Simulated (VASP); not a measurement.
# Bi2Se3 (R-3m) in VASP: single point with PBEsol

Aim: the single point of Bi2Se3 with PBEsol.

Everything below comes from runs of VASP 6.6.1. Logs are shortened: lines on timing, memory, paths and dates and some standing lists are left out, and cuts for length are marked.

### 1 The cell of the first run

The structure is trigonal, space group R-3m (No. 166). The conventional cell has a = 4.191 Å, b = 4.191 Å, c = 29.929 Å, α = 90.00°, β = 90.00°, γ = 120.00°. Bi (site symmetry 3m) has 6 Se at 2.89 to 3.11 Å within 3.8 Å. Within 4.3 Å of Se (site symmetry -3m) lie 6 Bi at 3.11 Å and 12 Se at 4.19 to 4.27 Å. Within 3.9 Å of Se (site symmetry 3m) lie 3 Bi at 2.89 Å and 3 Se at 3.80 Å.

### 2 Single point, PBEsol

INCAR reads:

```
SYSTEM = Bi2Se3
PREC = Accurate
ENCUT = 520
EDIFF = 1E-6
ISMEAR = 0
SIGMA = 0.1
LREAL = .False.
LASPH = .True.
NELM = 60
ALGO = Normal
ISIF = 2
LWAVE = .False.
LCHARG = .True.
GGA = PS
LELF = .True.
LVHAR = .True.
NBANDS = 32
```

KPOINTS reads:

```
regular mesh
0
Gamma
  6 6 6
  0 0 0
```

POSCAR reads:

```
Bi2Se3
1.0
    2.0956832600      1.2099433000      9.9762290700
   -2.0956832600      1.2099433000      9.9762290700
    0.0000000000     -2.4198865900      9.9762290700
Bi Se
2 3
Direct
    0.3984350000      0.3984350000      0.3984350000
    0.6015650000      0.6015650000      0.6015650000
    1.0000000000      0.0000000000      0.0000000000
    0.2157150000      0.2157150000      0.2157150000
    0.7842850000      0.7842850000      0.7842850000
```

Potentials or basis: VASP PAW PBE potentials, release 64 (Bi_d, Se).

Run with:

```
$ cat potpaw_PBE.64/Bi_d/POTCAR potpaw_PBE.64/Se/POTCAR > POTCAR
$ mpirun -np 1 vasp_std > vasp.out
```

OUTCAR:

```text
SYSTEM = Bi2Se3
   PREC = Accurate
   ENCUT = 520
   EDIFF = 1E-6
   ISMEAR = 0
   LREAL = .False.
   LASPH = .True.
   NELM = 60
   ISIF = 2
   GGA = PS

 ion  position               nearest neighbor table
   1  0.398  0.398  0.398-   5 2.89   5 2.89   5 2.89   3 3.11   3 3.11   3 3.11
   2  0.602  0.602  0.602-   4 2.89   4 2.89   4 2.89   3 3.11   3 3.11   3 3.11
   3  0.000  0.000  0.000-   2 3.11   2 3.11   1 3.11   1 3.11   2 3.11   1 3.11
   4  0.216  0.216  0.216-   2 2.89   2 2.89   2 2.89
   5  0.784  0.784  0.784-   1 2.89   1 2.89   1 2.89

  LATTYP: Found a trigonal (rhomboedric) cell.
 ALAT       =    10.2655247100
 COS(alpha) =     0.9166474328

  Lattice vectors:

 A1 = (   2.0956832600,   1.2099433000,   9.9762290700)
 A2 = (  -2.0956832600,   1.2099433000,   9.9762290700)
 A3 = (   0.0000000000,  -2.4198865900,   9.9762290700)

Analysis of symmetry for initial positions (statically):
=====================================================================
 Subroutine PRICEL returns:
 Original cell was already a primitive cell.

 Routine SETGRP: Setting up the symmetry group for a
 trigonal (rhombohedral) supercell.

 Subroutine GETGRP returns: Found 12 space group operations
 (whereof 12 operations were pure point group operations)
 out of a pool of 12 trial point group operations.

The static configuration has the point symmetry D_3d.

Analysis of symmetry for dynamics (positions and initial velocities):
=====================================================================
 Subroutine PRICEL returns:
 Original cell was already a primitive cell.

 Routine SETGRP: Setting up the symmetry group for a
 trigonal (rhombohedral) supercell.

 Subroutine GETGRP returns: Found 12 space group operations
 (whereof 12 operations were pure point group operations)
 out of a pool of 12 trial point group operations.

The dynamic configuration has the point symmetry D_3d.

 Subroutine INISYM returns: Found 12 space group operations
 (whereof 12 operations are pure point group operations),
 and found     1 'primitive' translations

----------------------------------------------------------------------------------------

                                     Primitive cell

  volume of cell :     151.7778

  direct lattice vectors                    reciprocal lattice vectors
     2.095683260  1.209943300  9.976229070     0.238585673  0.137747502  0.033412759
    -2.095683260  1.209943300  9.976229070    -0.238585673  0.137747502  0.033412759
     0.000000000 -2.419886590  9.976229070     0.000000000 -0.275495004  0.033412759

  length of vectors
    10.265524710 10.265524710 10.265524710     0.277513801  0.277513801  0.277513801

  position of ions in fractional coordinates (direct lattice)
     0.398435000  0.398435000  0.398435000
     0.601565000  0.601565000  0.601565000
     0.000000000  0.000000000  0.000000000
     0.215715000  0.215715000  0.215715000
     0.784285000  0.784285000  0.784285000

  ion indices of the primitive-cell ions
   primitive index   ion index
                 1           1
                 2           2
                 3           3
                 4           4
                 5           5

----------------------------------------------------------------------------------------

 KPOINTS: regular mesh

Automatic generation of k-mesh.
 Grid dimensions read from file:
 generate k-points for:    6    6    6

 Generating k-lattice:

  Cartesian coordinates                     Fractional coordinates (reciprocal lattice)
     0.039764279  0.022957917  0.005568793     0.166666667  0.000000000  0.000000000
    -0.039764279  0.022957917  0.005568793     0.000000000  0.166666667  0.000000000
     0.000000000 -0.045915834  0.005568793    -0.000000000 -0.000000000  0.166666667

  Length of vectors
     0.046252300  0.046252300  0.046252300

  Shift w.r.t. Gamma in fractional coordinates (k-lattice)
     0.000000000  0.000000000  0.000000000

 Subroutine IBZKPT returns following result:
 ===========================================

 Found     32 irreducible k-points:

 Following reciprocal coordinates:
            Coordinates               Weight
  0.000000  0.000000  0.000000      1.000000
  0.166667 -0.000000 -0.000000      6.000000
  0.333333 -0.000000 -0.000000      6.000000
  0.500000  0.000000  0.000000      3.000000
  0.166667  0.166667 -0.000000      6.000000
  0.333333  0.166667  0.000000     12.000000
[... 16 lines left out ...]
  0.500000  0.500000  0.166667      6.000000
 -0.333333  0.500000  0.166667     12.000000
 [... further k-points ...]
   k-points           NKPTS =     32   k-points in BZ     NKDIM =     32   number of bands    NBANDS=     32
   number of dos      NEDOS =    301   number of ions     NIONS =      5
   total plane-waves  NPLWV = 512000
   dimension x,y,z NGX =    80 NGY =   80 NGZ =   80
   dimension x,y,z NGXF=   160 NGYF=  160 NGZF=  160
   ions per type =               2   3
   NGX,Y,Z   is equivalent  to a cutoff of  12.96, 12.96, 12.96 a.u.
   NGXF,Y,Z  is equivalent  to a cutoff of  25.91, 25.91, 25.91 a.u.
 SYSTEM =  Bi2Se3
   PREC   = accura    normal or accurate (medium, high low for compatibility)
   ISTART =      0    job   : 0-new  1-cont  2-samecut
   ICHARG =      2    charge: 1-file 2-atom 10-const
   ISPIN  =      1    spin polarized calculation?
   LNONCOLLINEAR =      F non collinear calculations
   LSORBIT =      F    spin-orbit coupling
   LASPH  =      T    aspherical Exc in radial PAW
   ENCUT  =  520.0 eV  38.22 Ry    6.18 a.u.  19.09 19.09 19.09*2*pi/ulx,y,z
   NELM   =     60;   NELMIN=  2; NELMDL= -5     # of ELM steps
   EDIFF  = 0.1E-05   stopping-criterion for ELM
   LREAL  =      F    real-space projection
   EDIFFG = 0.1E-04   stopping-criterion for IOM
   NSW    =      0    number of steps for IOM
   IBRION =     -1    ionic relax: 0-MD 1-quasi-New 2-CG
   NFREE  =      0    steps in history (QN), initial steepest desc. (CG)
   ISIF   =      2    stress and relaxation
   ISYM   =      2    0-nonsym 1-usesym 2-fastsym
   POTIM  = 0.5000    time-step for ionic-motion
   TEBEG  =    0.0;   TEEND  =   0.0 temperature during run
   PSTRESS=    0.0 pullay stress
   NELECT =      48.0000    total number of electrons
   NUPDOWN=      -1.0000    fix difference up-down
   EMIN   =  10.00;   EMAX   =-10.00  energy-range for DOS
   EFERMI =   0.00;   METHOD = LEGACY
   ISMEAR =     0;   SIGMA  =   0.10  broadening in eV -4-tet -1-fermi 0-gaus
   EFERMI_NEDOS =   21; number of points for ismear=-14 and -15
   IALGO  =     38    algorithm
   IMIX   =      4    mixing-type and parameters
     AMIX     =   0.40;   BMIX     =  1.00
     AMIX_MAG =   1.60;   BMIX_MAG =  1.00
  volume/ion in A,a.u.               =      30.36       204.85
  Fermi-wavevector in a.u.,A,eV,Ry     =   1.115370  2.107745 16.926345  1.244051
  Thomas-Fermi vector in A             =   2.251974
   LORBIT       =      0    0 simple, 1 ext, 2 COOP (PROOUT), +10 PAW based schemes
   GGA     = PS    functional components
   LHFCALC =     F    Hartree Fock is set to
   AEXX    =    0.0000 exact exchange contribution
   IVDW    =     0    specifies the selected vdW correction
   LEPSILON=     F    determine dielectric tensor
   LRPA    =     F    only Hartree local field effects (RPA)
 non-spin polarized calculation
 Gauss-broadening in eV      SIGMA  =   0.10
  energy-cutoff  :      520.00
  volume of cell :      151.78
 maximum number of plane-waves:      4111
 NGX is ok and might be reduce to    80
   NGX = 39   NGY = 39   NGZ = 39

 number of electron      48.0000001 magnetization

 Free energy of the ion-electron system (eV)
  ---------------------------------------------------
  ext. energy  EPLUGINS =         0.00000000
  ---------------------------------------------------
  free energy    TOTEN  =       -21.98465250 eV

  energy without entropy =      -21.98463164  energy(sigma->0) =      -21.98464207

 E-fermi :   4.0697     XC(G=0):  -9.3343

 val. band max:        3.8897222250   @ k =   0.0000   0.0000   0.0000
 cond. band min:       4.2497874187   @ k =   0.0000   0.0000   0.0000
 fundamental gap:      0.3600651937
 Fermi energy:         4.0696888547

 k-point     1 :       0.0000    0.0000    0.0000
  band No.  band energies     occupation
      1     -18.9112      2.00000
      2     -18.9112      2.00000
      3     -18.9097      2.00000
      4     -18.9097      2.00000
      5     -18.9051      2.00000
      6     -18.9030      2.00000
[... 24 lines left out ...]
     31       9.9372      0.00000
     32      10.6213      0.00000

 k-point     2 :       0.1667   -0.0000   -0.0000
  band No.  band energies     occupation
      1     -18.9144      2.00000
      2     -18.9124      2.00000
      3     -18.9057      2.00000
      4     -18.9042      2.00000
      5     -18.9018      2.00000
      6     -18.8997      2.00000
[... 24 lines left out ...]
     31       9.2997      0.00000
     32      10.1458      0.00000

 k-point     3 :       0.3333   -0.0000   -0.0000
  band No.  band energies     occupation
      1     -18.9227      2.00000
      2     -18.9194      2.00000
      3     -18.9048      2.00000
      4     -18.9006      2.00000
      5     -18.8999      2.00000
      6     -18.8970      2.00000
[... 24 lines left out ...]
     31       8.4389      0.00000
     32      10.5619      0.00000

 k-point     4 :       0.5000    0.0000    0.0000
  band No.  band energies     occupation
      1     -18.9275      2.00000
      2     -18.9233      2.00000
      3     -18.9072      2.00000
      4     -18.9028      2.00000
      5     -18.9003      2.00000
      6     -18.8962      2.00000
[... 654 lines left out ...]
     31       8.7525      0.00000
     32      10.8707      0.00000

 k-point    23 :       0.5000    0.5000    0.1667
  band No.  band energies     occupation
      1     -18.9227      2.00000
      2     -18.9194      2.00000
      3     -18.9048      2.00000
      4     -18.9007      2.00000
      5     -18.8999      2.00000
      6     -18.8970      2.00000
[... 24 lines left out ...]
     31       8.4794      0.00000
     32      10.3085      0.00000

 k-point    24 :      -0.3333    0.5000    0.1667
  band No.  band energies     occupation
      1     -18.9215      2.00000
      2     -18.9182      2.00000
      3     -18.9042      2.00000
      4     -18.9030      2.00000
      5     -18.9001      2.00000
      6     -18.8989      2.00000
[... 24 lines left out ...]
     31       8.8208      0.00000
     32      10.4809      0.00000

 [... further k-points ...]
[... 5 lines left out ...]
  --------------------------------------------------------------------------------------
  -------------------------------------------------------------------------------------
  Total       -2.3912394     -2.3912395     -2.2852877      0.0000000     -0.0000000      0.0000000
  in kB      -25.2420907    -25.2420908    -24.1236563      0.0000000     -0.0000000      0.0000000
  external PRESSURE =     -24.8692792 kB  Pullay stress =       0.0000000 kB

 VOLUME and BASIS-vectors are now :
 -----------------------------------------------------------------------------
  energy-cutoff  :      520.00
  volume of cell :      151.78
      direct lattice vectors                 reciprocal lattice vectors
     2.095683260  1.209943300  9.976229070     0.238585673  0.137747502  0.033412759
    -2.095683260  1.209943300  9.976229070    -0.238585673  0.137747502  0.033412759
     0.000000000 -2.419886590  9.976229070     0.000000000 -0.275495004  0.033412759

 POSITION                                       TOTAL-FORCE (eV/Angst)
 -----------------------------------------------------------------------------------
      0.00000      0.00000     11.92464         0.000000     -0.000000     -0.011462
      0.00000      0.00000     18.00405         0.000000      0.000000      0.011462
      0.00000      0.00000      0.00000         0.000000      0.000000     -0.000000
      0.00000      0.00000      6.45607         0.000000      0.000000      0.179812
      0.00000      0.00000     23.47262         0.000000     -0.000000     -0.179812
 -----------------------------------------------------------------------------------
    total drift:                                0.000000      0.000000      0.000000

  FREE ENERGIE OF THE ION-ELECTRON SYSTEM (eV)
  ---------------------------------------------------
  free  energy   TOTEN  =       -21.9846524954 eV

  energy  without entropy=      -21.9846316394  energy(sigma->0) =      -21.98464207
```

It took 6.8 min on 1 thread of Intel Xeon 6975P-C (Granite Rapids), shared host; peak memory 0.94 GiB.

Results:

- Free energy: -21.9847 eV
- Pressure: -2.5 GPa
- Largest force: 0.180 eV/Å
- Band gap on the k mesh: 0.36 eV

Forces on the atoms (eV/Å):
```
Bi   0.000  0.000 -0.011
Bi   0.000  0.000  0.011
Se   0.000  0.000  0.000
Se   0.000  0.000  0.180
Se   0.000  0.000 -0.180
```

Caveat: the PAW data sets were made with another functional, which shifts forces and pressure a little; spin-orbit coupling is left out, which moves the levels of the heavy elements.
